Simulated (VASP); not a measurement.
**NaCl: single point with PBE**

NaCl:

```xyz
2
Lattice="0.0671 2.8152 2.8152 2.8152 0.0671 2.8152 2.8152 2.8152 0.0671" Properties=species:S:1:pos:R:3 pbc="T T T"
Na    0.0000    0.0000    0.0000
Cl    2.8487    2.8487    2.8487
```

This cell differs from its parent crystal: epitaxial 111 strain -1.9%.

- Program: VASP 6.6.1
- Task: single point
- Functional: PBE
- Potentials or basis: VASP PAW PBE potentials, release 64 (Na_pv, Cl)
- Cutoff: 520 eV
- k mesh: 8 × 8 × 8
- Occupations: fermi-dirac, width 0.02 eV
- Spin: no spin polarisation
- Dipole correction: no
- Further INCAR settings: ALGO = Normal; EDIFF = 1e-07; NBANDS = 14

```json
{"Pressure": "1.9 GPa", "Band gap on the k mesh": "5.21 eV, direct"}
```

Stress tensor (GPa, compression positive):
```
 1.95 -0.32 -0.32
-0.32  1.95 -0.32
-0.32 -0.32  1.95
```

Levels at points of the mesh, in eV from the valence-band top:
```csv
k point,band 3,band 4,band 5,band 6,band 7,band 8,band 9,band 10,band 11,band 12
"(0.00, 0.00, 0.00)",-20.79,-12.81,-0.15,0.00,0.00,5.21,10.79,11.28,11.28,13.34
"(0.50, 0.00, 0.00)",-20.80,-12.41,-2.09,-0.41,-0.32,7.26,10.81,11.00,11.11,15.16
"(0.50, 0.50, 0.00)",-20.80,-12.37,-1.82,-0.75,-0.62,7.58,8.03,11.55,14.99,15.23
"(0.50, 0.50, 0.50)",-20.80,-12.45,-2.13,-0.25,-0.25,7.39,10.65,11.23,11.23,15.40
```

It took 24 s on 1 thread of AMD EPYC 9R14 (Zen 4), with other jobs on the host, peak memory 0.15 GiB.

Caveat: the cell differs from its parent crystal (epitaxial 111 strain -1.9%).
